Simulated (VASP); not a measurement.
# Mg in VASP: single point with revPBE+D3(BJ)

Aim: the single point of Mg with revPBE+D3(BJ).

All numbers are computed with VASP 6.6.1; they aren't measurements. Logs are shortened: lines on timing, memory, paths and dates and some standing lists are left out, and cuts for length are marked.

## (1) The cell of the first run

The cell holds a slab with vacuum, 3 atoms: a = 3.096 Å, b = 3.096 Å, c = 21.952 Å, α = 90.00°, β = 90.00°, γ = 120.00°.

## (2) Single point, revPBE+D3(BJ)

Contents of INCAR:

```
SYSTEM = Mg
PREC = Accurate
ENCUT = 520
EDIFF = 1E-6
ISMEAR = 1
SIGMA = 0.1
LREAL = .False.
LASPH = .True.
NELM = 120
ALGO = Normal
ISIF = 2
LWAVE = .False.
LCHARG = .True.
LDIPOL = .True.
IDIPOL = 3
DIPOL = 0.5 0.5 0.437
GGA = RE
IVDW = 12
LELF = .True.
LVHAR = .True.
LVACPOTAV = .True.
NBANDS = 10
GGA_COMPAT = .False.
NELMDL = -8
```

Contents of KPOINTS:

```
regular mesh
0
Gamma
  12 12 1
  0 0 0
```

Contents of POSCAR:

```
Mg
1.0
    3.0962192302      0.0000000000      0.0000000000
   -1.5481096151      2.6814045090      0.0000000000
    0.0000000000      0.0000000000     21.9517777824
Mg
3
Direct
    0.6666666667      0.3333333333      0.3188807790
    0.3333333333      0.6666666667      0.4378725731
    0.6666666667      0.3333333333      0.5540689176
```

Potentials or basis: VASP PAW PBE potentials, release 64 (Mg).

Command:

```sh
$ cat potpaw_PBE.64/Mg/POTCAR > POTCAR
$ mpirun -np 1 vasp_std > vasp.out
```

OUTCAR:

```text
SYSTEM = Mg
   PREC = Accurate
   ENCUT = 520
   EDIFF = 1E-6
   ISMEAR = 1
   LREAL = .False.
   LASPH = .True.
   NELM = 120
   ISIF = 2
   GGA = RE
   IVDW = 12
   NELMDL = -8
 IVDW          = 12

 ion  position               nearest neighbor table
   1  0.667  0.333  0.319-   2 3.17   2 3.17   2 3.17
   2  0.333  0.667  0.438-   3 3.11   3 3.11   3 3.11   1 3.17   1 3.17   1 3.17
   3  0.667  0.333  0.554-   2 3.11   2 3.11   2 3.11

  LATTYP: Found a hexagonal cell.
 ALAT       =     3.0962192302
 C/A-ratio  =     7.0898654618

  Lattice vectors:

 A1 = (   3.0962192302,   0.0000000000,   0.0000000000)
 A2 = (  -1.5481096151,   2.6814045090,   0.0000000000)
 A3 = (   0.0000000000,   0.0000000000,  21.9517777824)

Analysis of symmetry for initial positions (statically):
=====================================================================
 Subroutine PRICEL returns:
 Original cell was already a primitive cell.

 Routine SETGRP: Setting up the symmetry group for a
 hexagonal supercell.

 Subroutine GETGRP returns: Found  6 space group operations
 (whereof  6 operations were pure point group operations)
 out of a pool of 24 trial point group operations.

The static configuration has the point symmetry C_3v.

Analysis of symmetry for dynamics (positions and initial velocities):
=====================================================================
 Subroutine PRICEL returns:
 Original cell was already a primitive cell.

 Routine SETGRP: Setting up the symmetry group for a
 hexagonal supercell.

 Subroutine GETGRP returns: Found  6 space group operations
 (whereof  6 operations were pure point group operations)
 out of a pool of 24 trial point group operations.

The dynamic configuration has the point symmetry C_3v.

 Subroutine INISYM returns: Found  6 space group operations
 (whereof  6 operations are pure point group operations),
 and found     1 'primitive' translations

----------------------------------------------------------------------------------------

                                     Primitive cell

  volume of cell :     182.2484

  direct lattice vectors                    reciprocal lattice vectors
     3.096219230  0.000000000  0.000000000     0.322974546  0.186469441  0.000000000
    -1.548109615  2.681404509  0.000000000     0.000000000  0.372938882  0.000000000
     0.000000000  0.000000000 21.951777782     0.000000000  0.000000000  0.045554397

  length of vectors
     3.096219230  3.096219230 21.951777782     0.372938882  0.372938882  0.045554397

  position of ions in fractional coordinates (direct lattice)
     0.666666667  0.333333333  0.318880779
     0.333333333  0.666666667  0.437872573
     0.666666667  0.333333333  0.554068918

  ion indices of the primitive-cell ions
   primitive index   ion index
                 1           1
                 2           2
                 3           3

----------------------------------------------------------------------------------------

 KPOINTS: regular mesh

Automatic generation of k-mesh.
 Grid dimensions read from file:
 generate k-points for:   12   12    1

 Generating k-lattice:

  Cartesian coordinates                     Fractional coordinates (reciprocal lattice)
     0.026914545  0.015539120  0.000000000     0.083333333  0.000000000  0.000000000
     0.000000000  0.031078240  0.000000000     0.000000000  0.083333333  0.000000000
     0.000000000  0.000000000  0.045554397     0.000000000  0.000000000  1.000000000

  Length of vectors
     0.031078240  0.031078240  0.045554397

  Shift w.r.t. Gamma in fractional coordinates (k-lattice)
     0.000000000  0.000000000  0.000000000

 Subroutine IBZKPT returns following result:
 ===========================================

 Found     19 irreducible k-points:

 Following reciprocal coordinates:
            Coordinates               Weight
  0.000000  0.000000  0.000000      1.000000
  0.083333  0.000000  0.000000      6.000000
  0.166667  0.000000  0.000000      6.000000
  0.250000  0.000000  0.000000      6.000000
  0.333333  0.000000  0.000000      6.000000
  0.416667  0.000000  0.000000      6.000000
[... 11 lines left out ...]
  0.333333  0.250000  0.000000     12.000000
  0.333333  0.333333  0.000000      2.000000
   k-points           NKPTS =     19   k-points in BZ     NKDIM =     19   number of bands    NBANDS=     10
   number of dos      NEDOS =    301   number of ions     NIONS =      3
   total plane-waves  NPLWV =  96768
   dimension x,y,z NGX =    24 NGY =   24 NGZ =  168
   dimension x,y,z NGXF=    48 NGYF=   48 NGZF=  336
   ions per type =               3
   NGX,Y,Z   is equivalent  to a cutoff of  12.89, 12.89, 12.72 a.u.
   NGXF,Y,Z  is equivalent  to a cutoff of  25.77, 25.77, 25.45 a.u.
 SYSTEM =  Mg
   PREC   = accura    normal or accurate (medium, high low for compatibility)
   ISTART =      0    job   : 0-new  1-cont  2-samecut
   ICHARG =      2    charge: 1-file 2-atom 10-const
   ISPIN  =      1    spin polarized calculation?
   LNONCOLLINEAR =      F non collinear calculations
   LSORBIT =      F    spin-orbit coupling
   LASPH  =      T    aspherical Exc in radial PAW
   ENCUT  =  520.0 eV  38.22 Ry    6.18 a.u.   5.76  5.76 40.82*2*pi/ulx,y,z
   NELM   =    120;   NELMIN=  2; NELMDL= -8     # of ELM steps
   EDIFF  = 0.1E-05   stopping-criterion for ELM
   LREAL  =      F    real-space projection
   EDIFFG = 0.1E-04   stopping-criterion for IOM
   NSW    =      0    number of steps for IOM
   IBRION =     -1    ionic relax: 0-MD 1-quasi-New 2-CG
   NFREE  =      0    steps in history (QN), initial steepest desc. (CG)
   ISIF   =      2    stress and relaxation
   ISYM   =      2    0-nonsym 1-usesym 2-fastsym
   POTIM  = 0.5000    time-step for ionic-motion
   TEBEG  =    0.0;   TEEND  =   0.0 temperature during run
   PSTRESS=    0.0 pullay stress
   NELECT =       6.0000    total number of electrons
   NUPDOWN=      -1.0000    fix difference up-down
   EMIN   =  10.00;   EMAX   =-10.00  energy-range for DOS
   EFERMI =   0.00;   METHOD = LEGACY
   ISMEAR =     1;   SIGMA  =   0.10  broadening in eV -4-tet -1-fermi 0-gaus
   EFERMI_NEDOS =   21; number of points for ismear=-14 and -15
   IALGO  =     38    algorithm
   IMIX   =      4    mixing-type and parameters
     AMIX     =   0.40;   BMIX     =  1.00
     AMIX_MAG =   1.60;   BMIX_MAG =  1.00
  volume/ion in A,a.u.               =      60.75       409.96
  Fermi-wavevector in a.u.,A,eV,Ry     =   0.524691  0.991523  3.745699  0.275301
  Thomas-Fermi vector in A             =   1.544564
   LORBIT       =      0    0 simple, 1 ext, 2 COOP (PROOUT), +10 PAW based schemes
   GGA     = RE    functional components
   LHFCALC =     F    Hartree Fock is set to
   AEXX    =    0.0000 exact exchange contribution
   IVDW    =    12    specifies the selected vdW correction
   LEPSILON=     F    determine dielectric tensor
   LRPA    =     F    only Hartree local field effects (RPA)
 non-spin polarized calculation
 Methfessel and Paxton  Order N= 1 SIGMA  =   0.10
  energy-cutoff  :      520.00
  volume of cell :      182.25
 maximum number of plane-waves:      4936
 NGX is ok and might be reduce to    24
   NGX = 11   NGY = 11   NGZ = 81

 dipolmoment           0.000000      0.000000     -0.007781 electrons x Angstroem

 number of electron       6.0000000 magnetization

 dipolmoment           0.000000      0.000000      0.000235 electrons x Angstroem

 Free energy of the ion-electron system (eV)
  ---------------------------------------------------
  ext. energy  EPLUGINS =         0.00000000
  ---------------------------------------------------
  free energy    TOTEN  =        -3.47546280 eV

  energy without entropy =       -3.47534166  energy(sigma->0) =       -3.47542242

 E-fermi :  -1.3375     XC(G=0):  -3.8889

 val. band max:       -1.3995239644   @ k =   0.1667   0.0833   0.0000
 cond. band min:      -1.2965928230   @ k =   0.3333   0.2500   0.0000
 fundamental gap:      0.1029311413
 Fermi energy:        -1.3374922377

 k-point     1 :       0.0000    0.0000    0.0000
  band No.  band energies     occupation
      1      -8.0642      2.00000
      2      -6.7200      2.00000
      3      -4.6012      2.00000
      4      -2.3509      2.00000
      5       0.3156     -0.00000
      6       1.8828      0.00000
      7       2.2439      0.00000
      8       3.5238      0.00000
      9       3.5730      0.00000
     10       5.8628      0.00000

 k-point     2 :       0.0833    0.0000    0.0000
  band No.  band energies     occupation
      1      -7.9190      2.00000
      2      -6.5761      2.00000
      3      -4.4582      2.00000
      4      -2.2150      2.00000
      5       0.4527     -0.00000
      6       2.0243      0.00000
      7       2.3873      0.00000
      8       3.6645      0.00000
      9       3.7114      0.00000
     10       5.9939      0.00000

 k-point     3 :       0.1667    0.0000    0.0000
  band No.  band energies     occupation
      1      -7.4850      2.00000
      2      -6.1460      2.00000
      3      -4.0314      2.00000
      4      -1.8073      2.00000
      5       0.8581      0.00000
      6       2.4460      0.00000
      7       2.8162      0.00000
      8       4.0797      0.00000
      9       4.1169      0.00000
     10       5.7404      0.00000
[... 183 lines left out ...]
 k-point    18 :       0.3333    0.2500    0.0000
  band No.  band energies     occupation
      1      -2.8678      2.00000
      2      -1.6355      2.00021
      3      -1.2966      0.36778
      4       0.0389     -0.00000
      5       0.0919     -0.00000
      6       0.9514      0.00000
      7       1.9978      0.00000
      8       2.5727      0.00000
      9       2.7550      0.00000
     10       4.0967      0.00000

 k-point    19 :       0.3333    0.3333    0.0000
  band No.  band energies     occupation
      1      -1.5259      2.02283
      2      -1.4677      2.06926
      3      -1.2163     -0.07086
      4      -0.5871     -0.00000
      5      -0.3200     -0.00000
      6       1.0276      0.00000
      7       1.5711      0.00000
      8       2.6043      0.00000
      9       2.8433      0.00000
     10       4.0547      0.00000

------------------------ aborting loop because EDIFF is reached ----------------------------------------

 Edisp (eV)   -1.27112

 E8    (eV) :    -0.9119

  FORCE on cell =-STRESS in cart. coord.  units (eV):
  Direction    XX          YY          ZZ          XY          YZ          ZX
  --------------------------------------------------------------------------------------
  -------------------------------------------------------------------------------------
  Total      -0.63022    -0.63022     0.54466     0.00000     0.00000    -0.00000
  in kB      -5.54038    -5.54038     4.78822     0.00000     0.00000    -0.00000
  external pressure =       -2.10 kB  Pullay stress =        0.00 kB

 VOLUME and BASIS-vectors are now :
 -----------------------------------------------------------------------------
  energy-cutoff  :      520.00
  volume of cell :      182.25
      direct lattice vectors                 reciprocal lattice vectors
     3.096219230  0.000000000  0.000000000     0.322974546  0.186469441  0.000000000
    -1.548109615  2.681404509  0.000000000     0.000000000  0.372938882  0.000000000
     0.000000000  0.000000000 21.951777782     0.000000000  0.000000000  0.045554397

 POSITION                                       TOTAL-FORCE (eV/Angst)
 -----------------------------------------------------------------------------------
      1.54811      0.89380      7.00000        -0.000000      0.000000     -0.052619
     -0.00000      1.78760      9.61208         0.000000     -0.000000     -0.109191
      1.54811      0.89380     12.16280         0.000000     -0.000000      0.161810
 -----------------------------------------------------------------------------------
    total drift:                                0.000000     -0.000000     -0.000002

  FREE ENERGIE OF THE ION-ELECTRON SYSTEM (eV)
  ---------------------------------------------------
  free  energy   TOTEN  =        -4.7465808338 eV

  energy  without entropy=       -4.7464596942  energy(sigma->0) =       -4.74654045

 vacuum level on the upper side and lower side of the slab         2.504         2.499
```

It took 76 s on 1 thread of Intel Xeon 8259CL, shared host; peak memory 0.3 GiB.

Results:

| Quantity | Value |
| --- | --- |
| Free energy | -4.7466 eV |
| Largest force | 0.162 eV/Å |
| Band gap on the k mesh | zero (bands 3 and 4 overlap by 1.35 eV) |
| Dispersion energy per atom | -0.424 eV |

Forces in eV/Å, atoms in the order of the input:
```
Mg   0.000  0.000 -0.053
Mg   0.000  0.000 -0.109
Mg   0.000  0.000  0.162
```

Caveat: the PAW data sets were made with another functional, which shifts forces and pressure a little.
